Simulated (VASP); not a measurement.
Wanted: the native input for a VASP 6.6.1 run.

```yaml
Task: single point
Functional: PBE
Potentials_or_basis: VASP PAW PBE potentials, release 64 (Al, Co)
Cutoff: 520 eV
k_mesh: 4 × 4 × 4
Occupations: gaussian, width 0.1 eV
Spin: collinear spin, ferrimagnetic start
Starting_moments: "[0.0, 0.0, 0.0, -3.0, 3.0, -3.0] μB"
Dipole_correction: no
Further_INCAR_settings: ALGO = Normal; EDIFF = 1e-06; NBANDS = 31
```

The structure of AlCo lies in POSCAR:

```
AlCo
1.0
    4.9098561283      0.0000000000      0.0000000000
    0.0000000000      4.0090058299      0.0000000000
    0.0000000000      0.0000000000      4.5167768447
Al Co
3 3
Direct
    0.2470411444      0.5000000000      0.4547952310
    0.7529588556      0.5000000000      0.4547952310
    0.5000000000      0.0000000000      0.7814587755
    0.0000000000      0.0000000000      0.6579667547
    0.0000000000      0.0000000000      0.1538546327
    0.5000000000      0.5000000000     -0.0028706248
```

The cell was generated, and may not be a known phase.

The input as run:

INCAR

```
PREC = Accurate
ENCUT = 520
EDIFF = 1E-6
ISMEAR = 0
SIGMA = 0.1
LREAL = F
LASPH = T
NELM = 150
ALGO = Normal
ISIF = 2
LWAVE = F
LCHARG = F
ISPIN = 2
MAGMOM = 0 0 0 -3 3 -3
LORBIT = 11
LMAXMIX = 4
GGA = PE
NBANDS = 31
```

KPOINTS

```
Automatic mesh
0
Gamma
  4 4 4
```

Potentials or basis: VASP PAW PBE potentials, release 64 (Al, Co).

Command:

```bash
$ cat potpaw_PBE.64/Al/POTCAR potpaw_PBE.64/Co/POTCAR > POTCAR
$ mpirun -np 1 vasp_std > vasp.out
```

Results of the run:

| Property | Result |
| --- | --- |
| Pressure | -0.1 GPa |
| Largest force | 0.008 eV/Å |
| Net moment | 2.75 μB per cell |
| Site moments | Al -0.02, -0.01 (each value once); Co +0.86, +1.57, +0.53 μB |
| Valence electrons inside the program's atomic spheres | Al 0.83, 0.84 (each value once); Co 8.38, 8.03, 8.32 |

Caveat: the k points lie up to 0.39 Å⁻¹ apart.

It took 5 min on 1 thread of Intel(R) Xeon(R) Platinum 8259CL CPU @ 2.50GHz (Skylake/Cascade Lake), on a shared host, peak memory 0.29 GiB.
